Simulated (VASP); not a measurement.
# ZnO (P4_2/mnm) in VASP: relaxation of cell and atoms with PBEsol

Aim: the relaxation of cell and atoms of ZnO with PBEsol.

Everything below comes from runs of VASP 6.6.1. Logs are shortened: lines on timing, memory, paths and dates and some standing lists are left out, and cuts for length are marked.

### Step 1. The cell of the first run

Symmetry: P4_2/mnm, No. 136, tetragonal system. Conventional cell: a = 5.518 Å, b = 5.518 Å, c = 3.259 Å, α = 90.00°, β = 90.00°, γ = 90.00°. Within 2.6 Å of Zn (site symmetry m2m) lie 4 O at 1.94 to 2.01 Å. Within 2.6 Å of O (site symmetry m2m) lie 4 Zn at 1.94 to 2.01 Å.

### Step 2. Relaxation of cell and atoms, PBEsol

Input file INCAR:

```
SYSTEM = ZnO
ALGO = Normal ; EDIFF = 1E-6
EDIFFG = -0.01 ; ENCUT = 600
GGA = PS ; IBRION = 2
ISIF = 3 ; ISMEAR = 0
LASPH = .True. ; LCHARG = .False.
LREAL = .False. ; LWAVE = .False.
NELM = 100 ; NSW = 80
PREC = Accurate ; SIGMA = 0.02
```

Input file KPOINTS:

```
k-points
0
Gamma
  6 6 8
  0 0 0
```

Input file POSCAR:

```
ZnO
1.0
    5.5175700700      0.0000000000      0.0000000000
    0.0000000000      5.5175700700      0.0000000000
    0.0000000000      0.0000000000      3.2587787700
Zn O
4 4
Direct
    0.1819728400      0.1819728400      0.5000000000
    0.8180271600      0.8180271600      0.5000000000
    0.6819728400      0.3180271600      0.0000000000
    0.3180271600      0.6819728400      0.0000000000
    0.8172472300      0.1827527700      0.5000000000
    0.1827527700      0.8172472300      0.5000000000
    0.6827527700      0.6827527700      0.0000000000
    0.3172472300      0.3172472300      0.0000000000
```

Potentials or basis: VASP PAW PBE potentials, release 64 (Zn, O).

Started as:

```bash
cat potpaw_PBE.64/Zn/POTCAR potpaw_PBE.64/O/POTCAR > POTCAR
mpirun -np 1 vasp_std > vasp.out
```

OUTCAR:

```text
SYSTEM = ZnO
   EDIFF = 1E-6
   EDIFFG = -0.01
   ENCUT = 600
   GGA = PS
   IBRION = 2
   ISIF = 3
   ISMEAR = 0
   LASPH = .True.
   LREAL = .False.
   NELM = 100
   NSW = 80
   PREC = Accurate

 ion  position               nearest neighbor table
   1  0.182  0.182  0.500-   8 1.94   8 1.94   5 2.01   6 2.01   2 2.84
   2  0.818  0.818  0.500-   7 1.94   7 1.94   5 2.01   6 2.01   1 2.84
   3  0.682  0.318  0.000-   5 1.94   5 1.94   8 2.01   7 2.01   4 2.84
   4  0.318  0.682  0.000-   6 1.94   6 1.94   8 2.01   7 2.01   3 2.84
   5  0.817  0.183  0.500-   3 1.94   3 1.94   1 2.01   2 2.01
   6  0.183  0.817  0.500-   4 1.94   4 1.94   1 2.01   2 2.01
   7  0.683  0.683  0.000-   2 1.94   2 1.94   4 2.01   3 2.01
   8  0.317  0.317  0.000-   1 1.94   1 1.94   4 2.01   3 2.01

  LATTYP: Found a simple tetragonal cell.
 ALAT       =     5.5175700700
 C/A-ratio  =     0.5906184659

  Lattice vectors:

 A1 = (   5.5175700700,   0.0000000000,   0.0000000000)
 A2 = (   0.0000000000,   5.5175700700,   0.0000000000)
 A3 = (   0.0000000000,   0.0000000000,   3.2587787700)

Analysis of symmetry for initial positions (statically):
=====================================================================
 Subroutine PRICEL returns:
 Original cell was already a primitive cell.

 Routine SETGRP: Setting up the symmetry group for a
 simple tetragonal supercell.

 Subroutine GETGRP returns: Found 16 space group operations
 (whereof  8 operations were pure point group operations)
 out of a pool of 16 trial point group operations.

The static configuration has the point symmetry D_2h.
 The point group associated with its full space group is D_4h.

Analysis of symmetry for dynamics (positions and initial velocities):
=====================================================================
 Subroutine PRICEL returns:
 Original cell was already a primitive cell.

 Routine SETGRP: Setting up the symmetry group for a
 simple tetragonal supercell.

 Subroutine GETGRP returns: Found 16 space group operations
 (whereof  8 operations were pure point group operations)
 out of a pool of 16 trial point group operations.

The dynamic configuration has the point symmetry D_2h.
 The point group associated with its full space group is D_4h.

 Subroutine INISYM returns: Found 16 space group operations
 (whereof  8 operations are pure point group operations),
 and found     1 'primitive' translations

----------------------------------------------------------------------------------------

                                     Primitive cell

  volume of cell :      99.2089

  direct lattice vectors                    reciprocal lattice vectors
     5.517570070  0.000000000  0.000000000     0.181239203  0.000000000  0.000000000
     0.000000000  5.517570070  0.000000000     0.000000000  0.181239203  0.000000000
     0.000000000  0.000000000  3.258778770     0.000000000  0.000000000  0.306863420

  length of vectors
     5.517570070  5.517570070  3.258778770     0.181239203  0.181239203  0.306863420

  position of ions in fractional coordinates (direct lattice)
     0.181972840  0.181972840  0.500000000
     0.818027160  0.818027160  0.500000000
     0.681972840  0.318027160  0.000000000
     0.318027160  0.681972840  0.000000000
     0.817247230  0.182752770  0.500000000
     0.182752770  0.817247230  0.500000000
     0.682752770  0.682752770  0.000000000
     0.317247230  0.317247230  0.000000000

  ion indices of the primitive-cell ions
   primitive index   ion index
                 1           1
                 2           2
                 3           3
                 4           4
                 5           5
                 6           6
                 7           7
                 8           8

----------------------------------------------------------------------------------------

 KPOINTS: k-points

Automatic generation of k-mesh.
 Grid dimensions read from file:
 generate k-points for:    6    6    8

 Generating k-lattice:

  Cartesian coordinates                     Fractional coordinates (reciprocal lattice)
     0.030206534  0.000000000  0.000000000     0.166666667  0.000000000  0.000000000
     0.000000000  0.030206534  0.000000000     0.000000000  0.166666667  0.000000000
     0.000000000  0.000000000  0.038357928     0.000000000  0.000000000  0.125000000

  Length of vectors
     0.030206534  0.030206534  0.038357928

  Shift w.r.t. Gamma in fractional coordinates (k-lattice)
     0.000000000  0.000000000  0.000000000

 Subroutine IBZKPT returns following result:
 ===========================================

 Found     50 irreducible k-points:

 Following reciprocal coordinates:
            Coordinates               Weight
  0.000000  0.000000  0.000000      1.000000
  0.166667  0.000000  0.000000      4.000000
  0.333333  0.000000  0.000000      4.000000
  0.500000  0.000000  0.000000      2.000000
  0.166667  0.166667  0.000000      4.000000
  0.333333  0.166667  0.000000      8.000000
[... 16 lines left out ...]
  0.333333  0.000000  0.250000      8.000000
  0.500000  0.000000  0.250000      4.000000
 [... further k-points ...]
   k-points           NKPTS =     50   k-points in BZ     NKDIM =     50   number of bands    NBANDS=     43
   number of dos      NEDOS =    301   number of ions     NIONS =      8
   total plane-waves  NPLWV =  64512
   dimension x,y,z NGX =    48 NGY =   48 NGZ =   28
   dimension x,y,z NGXF=    96 NGYF=   96 NGZF=   56
   ions per type =               4   4
   NGX,Y,Z   is equivalent  to a cutoff of  14.46, 14.46, 14.28 a.u.
   NGXF,Y,Z  is equivalent  to a cutoff of  28.93, 28.93, 28.57 a.u.
 SYSTEM =  ZnO
   PREC   = accura    normal or accurate (medium, high low for compatibility)
   ISTART =      0    job   : 0-new  1-cont  2-samecut
   ICHARG =      2    charge: 1-file 2-atom 10-const
   ISPIN  =      1    spin polarized calculation?
   LNONCOLLINEAR =      F non collinear calculations
   LSORBIT =      F    spin-orbit coupling
   LASPH  =      T    aspherical Exc in radial PAW
   ENCUT  =  600.0 eV  44.10 Ry    6.64 a.u.  11.02 11.02  6.51*2*pi/ulx,y,z
   NELM   =    100;   NELMIN=  2; NELMDL= -5     # of ELM steps
   EDIFF  = 0.1E-05   stopping-criterion for ELM
   LREAL  =      F    real-space projection
   EDIFFG = -.1E-01   stopping-criterion for IOM
   NSW    =     80    number of steps for IOM
   IBRION =      2    ionic relax: 0-MD 1-quasi-New 2-CG
   NFREE  =      1    steps in history (QN), initial steepest desc. (CG)
   ISIF   =      3    stress and relaxation
   ISYM   =      2    0-nonsym 1-usesym 2-fastsym
   POTIM  = 0.5000    time-step for ionic-motion
   TEBEG  =    0.0;   TEEND  =   0.0 temperature during run
   PSTRESS=    0.0 pullay stress
   NELECT =      72.0000    total number of electrons
   NUPDOWN=      -1.0000    fix difference up-down
   EMIN   =  10.00;   EMAX   =-10.00  energy-range for DOS
   EFERMI =   0.00;   METHOD = LEGACY
   ISMEAR =     0;   SIGMA  =   0.02  broadening in eV -4-tet -1-fermi 0-gaus
   EFERMI_NEDOS =   21; number of points for ismear=-14 and -15
   IALGO  =     38    algorithm
   IMIX   =      4    mixing-type and parameters
     AMIX     =   0.40;   BMIX     =  1.00
     AMIX_MAG =   1.60;   BMIX_MAG =  1.00
  volume/ion in A,a.u.               =      12.40        83.69
  Fermi-wavevector in a.u.,A,eV,Ry     =   1.471190  2.780146 29.448455  2.164400
  Thomas-Fermi vector in A             =   2.586356
   LORBIT       =      0    0 simple, 1 ext, 2 COOP (PROOUT), +10 PAW based schemes
   GGA     = PS    functional components
   LHFCALC =     F    Hartree Fock is set to
   AEXX    =    0.0000 exact exchange contribution
   IVDW    =     0    specifies the selected vdW correction
   LEPSILON=     F    determine dielectric tensor
   LRPA    =     F    only Hartree local field effects (RPA)
 conjugate gradient relaxation of ions
 non-spin polarized calculation
 Gauss-broadening in eV      SIGMA  =   0.02
  energy-cutoff  :      600.00
  volume of cell :       99.21
 maximum number of plane-waves:      3344
 NGX is ok and might be reduce to    48
   NGX = 23   NGY = 23   NGZ = 13

--------------------------------------- Ionic step        1  -------------------------------------------

 number of electron      72.0000031 magnetization

 Free energy of the ion-electron system (eV)
  ---------------------------------------------------
  ext. energy  EPLUGINS =         0.00000000
  ---------------------------------------------------
  free energy    TOTEN  =       -38.58007234 eV

  energy without entropy =      -38.58007234  energy(sigma->0) =      -38.58007234

------------------------ aborting loop because EDIFF is reached ----------------------------------------

  FORCE on cell =-STRESS in cart. coord.  units (eV):
  Direction    XX          YY          ZZ          XY          YZ          ZX
  --------------------------------------------------------------------------------------
  -------------------------------------------------------------------------------------
  Total       -0.0879006     -0.0879006     -0.2567952      0.0000000      0.0000000      0.0000000
  in kB       -1.4195536     -1.4195536     -4.1471225      0.0000000      0.0000000      0.0000000
  external PRESSURE =      -2.3287433 kB  Pullay stress =       0.0000000 kB
[... 237 lines left out ...]
  energy  without entropy=      -38.5804501746  energy(sigma->0) =      -38.58045017

--------------------------------------- Ionic step        7  -------------------------------------------

 number of electron      72.0000021 magnetization

 Free energy of the ion-electron system (eV)
  ---------------------------------------------------
  ext. energy  EPLUGINS =         0.00000000
  ---------------------------------------------------
  free energy    TOTEN  =       -38.58066163 eV

  energy without entropy =      -38.58066163  energy(sigma->0) =      -38.58066163

 E-fermi :   0.9796     XC(G=0): -10.8981

 val. band max:        0.8623229523   @ k =   0.0000   0.0000   0.0000
 cond. band min:       1.5522261749   @ k =   0.0000   0.0000   0.0000
 fundamental gap:      0.6899032226
 Fermi energy:         0.9795697434

 k-point     1 :       0.0000    0.0000    0.0000
  band No.  band energies     occupation
      1     -17.2287      2.00000
      2     -16.4940      2.00000
      3     -16.4940      2.00000
      4     -16.4050      2.00000
      5      -5.5684      2.00000
      6      -5.2922      2.00000
[... 1093 lines left out ...]
     42       8.8675      0.00000
     43       9.6777      0.00000

 [... further k-points ...]

------------------------ aborting loop because EDIFF is reached ----------------------------------------

  FORCE on cell =-STRESS in cart. coord.  units (eV):
  Direction    XX          YY          ZZ          XY          YZ          ZX
  --------------------------------------------------------------------------------------
  -------------------------------------------------------------------------------------
  Total        0.0094053      0.0094053      0.0332768     -0.0000000      0.0000000      0.0000000
  in kB        0.1520401      0.1520401      0.5379293     -0.0000000      0.0000000      0.0000000
  external PRESSURE =       0.2806698 kB  Pullay stress =       0.0000000 kB
[... 23 lines left out ...]
  FREE ENERGIE OF THE ION-ELECTRON SYSTEM (eV)
  ---------------------------------------------------
  free  energy   TOTEN  =       -38.5806616278 eV

  energy  without entropy=      -38.5806616278  energy(sigma->0) =      -38.58066163

 reached required accuracy - stopping structural energy minimisation
```

Run time: 6.8 min. Hardware: 1 thread of Intel Xeon 6975P-C (Granite Rapids), shared host; peak memory 0.37 GiB.

What came out:

* Free energy: -38.5807 eV
* Relaxed volume: 12.39 Å³/atom
* Relaxed cell: a = 5.523 Å, b = 5.523 Å, c = 3.249 Å, α = 90.00°, β = 90.00°, γ = 90.00°
* Space group after relaxing (to 0.1 Å): P4_2/mnm (No. 136)
* Energy gained by relaxing: 0.1 meV/atom
* Ionic steps: 7
* Pressure after relaxing: 0.0 GPa
* Largest force after relaxing: 0.010 eV/Å
* Band gap on the k mesh: 0.69 eV

Forces on the atoms (eV/Å):
```
Zn  -0.003 -0.003  0.000
Zn   0.003  0.003  0.000
Zn  -0.003  0.003  0.000
Zn   0.003 -0.003  0.000
O    0.007 -0.007  0.000
O   -0.007  0.007  0.000
O   -0.007 -0.007  0.000
O    0.007  0.007  0.000
```

The path:
```tsv
step	energy change (eV)	largest force (eV/Å)	pressure (GPa)	volume (Å³)
1	0.0000	0.0211	-0.23	99.21
2	-0.0002	0.0208	0.23	98.95
3	-0.0002	0.0204	0.12	99.02
4	-0.0002	0.0206	0.07	99.03
5	-0.0002	0.0193	0.09	99.03
6	-0.0004	0.0176	0.03	99.05
7	-0.0006	0.0099	0.03	99.11
```

Final structure:
```
Zn O
1.0
     5.52302    0.00000    0.00000
     0.00000    5.52302    0.00000
     0.00000    0.00000    3.24918
Zn O
4 4
Direct
  0.18205 0.18205 0.50000
  0.81795 0.81795 0.50000
  0.68205 0.31795 0.00000
  0.31795 0.68205 0.00000
  0.81789 0.18211 0.50000
  0.18211 0.81789 0.50000
  0.68211 0.68211 0.00000
  0.31789 0.31789 0.00000
```

Caveat: semilocal functionals underestimate gaps, and a narrow one can read as zero; the PAW data sets were made with another functional, which shifts forces and pressure a little.
